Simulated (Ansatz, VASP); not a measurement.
# One calculation of GeSb4Te7, two programs

```
Ge Sb Te
1.0
     4.28930    0.00000    0.00000
    -2.14465    3.71464    0.00000
     0.00000    0.00000   24.63778
Ge Sb Te
1 4 7
Direct
  0.00000 0.00000 0.50000
  0.66667 0.33333 0.91890
  0.33333 0.66667 0.34975
  0.33333 0.66667 0.08110
  0.66667 0.33333 0.65025
  0.33333 0.66667 0.84973
  0.66667 0.33333 0.15027
  0.00000 0.00000 0.71898
  0.66667 0.33333 0.43139
  0.33333 0.66667 0.56861
  0.00000 0.00000 0.00000
  0.00000 0.00000 0.28102
```

Alike in both runs: task single point; functional PBEsol; k mesh 6 × 6 × 1; occupations gaussian, width 0.1 eV; no spin polarisation.

```csv
,VASP,Ansatz
version,VASP 6.6.1,Ansatz 0.2.0
potentials or method,"VASP PAW PBE potentials, release 64 (Ge_d, Sb, Te), cutoff 520 eV","scalar-relativistic, plane waves, PAW"
valence electrons in the cell,76,186
```

```tsv
	VASP	Ansatz	Ansatz less VASP
gap on the k mesh at the Fermi level (eV)	0.55	0.57	+0.019
least direct gap on the mesh (eV)	0.55	0.57	+0.019
pressure (GPa)	-1.6	-1.7	-0.07
traceless stress, the component that is largest in VASP (GPa)	-0.07	-0.08	-0.013
rms of the force components (eV/Å)	0.032	0.023	-0.0087
```

VASP's potentials were made for PBE, not for PBEsol. Atom by atom the forces differ by 0.015 eV/Å (rms over components). VASP's potentials hold 76 valence electrons a cell and Ansatz's 186, so a difference there can come from the potentials and not from the codes.

Neither program's run includes spin-orbit coupling.
